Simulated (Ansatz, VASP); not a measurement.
**Al2O3: VASP beside Ansatz**

```
CELL_PARAMETERS angstrom
2.38025 1.37424 4.33187
-2.38025 1.37424 4.33187
0.00000 -2.74848 4.33187
ATOMIC_POSITIONS crystal
Al 0.35216 0.35216 0.35216
Al 0.14784 0.14784 0.14784
Al 0.64784 0.64784 0.64784
Al 0.85216 0.85216 0.85216
O 0.55668 0.94332 0.25000
O 0.25000 0.55668 0.94332
O 0.94332 0.25000 0.55668
O 0.44332 0.05668 0.75000
O 0.75000 0.44332 0.05668
O 0.05668 0.75000 0.44332
```

Alike in both runs: task relaxation of cell and atoms; functional LDA; k mesh 6 × 6 × 6; occupations gaussian, width 0.1 eV; no spin polarisation.

|  | VASP | Ansatz |
| --- | --- | --- |
| version | VASP 6.6.1 | Ansatz 0.2.0 |
| potentials or method | VASP PAW LDA potentials, release 64 (Al, O) | scalar-relativistic, plane waves, PAW |
| plane-wave cutoff (eV) | 600 | 420 |
| valence electrons in the cell | 48 | 48 |

VASP gave:

```
gap on the k mesh at the Fermi level, each at its own relaxed structure (eV) : 6.42
relaxed volume (Å³/atom)                                                     : 8.34
relaxed length of the cell vector where the two differ most in proportion (Å)              : 5.093
```

Estimate Ansatz's values.

gap on the k mesh at the Fermi level, each at its own relaxed structure (eV): 6.43; relaxed volume (Å³/atom): 8.32; relaxed length of the cell vector where the two differ most in proportion (Å): 5.091.

LDA's correlation is that of Perdew and Zunger in VASP and of Perdew and Wang (1992) in Ansatz.
